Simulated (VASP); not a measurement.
The system is Co.

```
Co
1.0
     0.00000    1.76910    1.76910
     1.76910    0.00000    1.76910
     1.76910    1.76910    0.00000
Co
1
Direct
  0.00000 0.00000 0.00000
```

This isn't the form of Co at room conditions, which is hcp.

- Program: VASP 6.6.1
- Task: relaxation of cell and atoms
- Functional: PBE
- Potentials or basis: VASP PAW PBE potentials, release 64 (Co_sv)
- Cutoff: 690 eV
- k mesh: 15 × 15 × 15
- Occupations: fermi-dirac, width 0.1 eV
- Spin: no spin polarisation

At the start: pressure -15.9 GPa; volume 11.07 Å³/atom.

Problem. How do energy, volume and symmetry change on relaxing?

Solution. Over 4 steps the energy falls by 41.0 meV/atom and the volume is 10.30 Å³/atom (-6.9 %); space group Fm-3m (No. 225, to 0.1 Å) before and after.

Step by step:
| step | energy change (eV) | largest force (eV/Å) | pressure (GPa) | volume (Å³) |
| --- | --- | --- | --- | --- |
| 1 | 0.0000 | 0.0000 | -15.95 | 11.07 |
| 2 | 0.0351 | 0.0000 | 29.38 | 9.40 |
| 3 | -0.0409 | 0.0000 | -0.40 | 10.32 |
| 4 | -0.0410 | 0.0000 | -0.01 | 10.30 |

Final structure:
```xyz
1
Lattice="0.0000 1.7271 1.7271 1.7271 0.0000 1.7271 1.7271 1.7271 0.0000" Properties=species:S:1:pos:R:3 pbc="T T T"
Co    0.0000    0.0000    0.0000
```

Caveat: the run has no spin polarisation, though such a crystal can be magnetic.
